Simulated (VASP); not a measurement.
A run of VASP 6.6.1 is set up as follows.

The input INCAR:

```
SYSTEM = TaBi
  PREC = Accurate
  ENCUT = 520
  EDIFF = 1E-6
  ISMEAR = -1
  SIGMA = 0.05
  LREAL = .False.
  LASPH = .True.
  NELM = 80
  ALGO = Normal
  ISIF = 2
  LWAVE = .False.
  LCHARG = .False.
  NBANDS = 20
```

KPOINTS

```
regular mesh
0
Gamma
  11 11 11
  0 0 0
```

File POSCAR:

```
TaBi
1.0
    3.1401852329      0.0000000000      0.0000000000
    0.0000000000      3.1401852329      0.0000000000
    0.0000000000      0.0000000000      3.1401852329
Ta Bi
1 1
Direct
    0.0000000000      0.0000000000      0.0000000000
    0.5000000000      0.5000000000      0.5000000000
```

Potentials or basis: VASP PAW LDA potentials, release 64 (Ta_pv, Bi_d).

Launch:

```console
$ cat potpaw_LDA.64/Ta_pv/POTCAR potpaw_LDA.64/Bi_d/POTCAR > POTCAR
$ mpirun -np 1 vasp_std > vasp.out
```

What does it give for the pressure?

76.6 GPa.

Predict the band gap on the k mesh.

zero (band 13 reaches 16.53 eV, above the bottom of band 14 at 12.77 eV).

Caveat: spin-orbit coupling is left out, which moves the levels of the heavy elements.
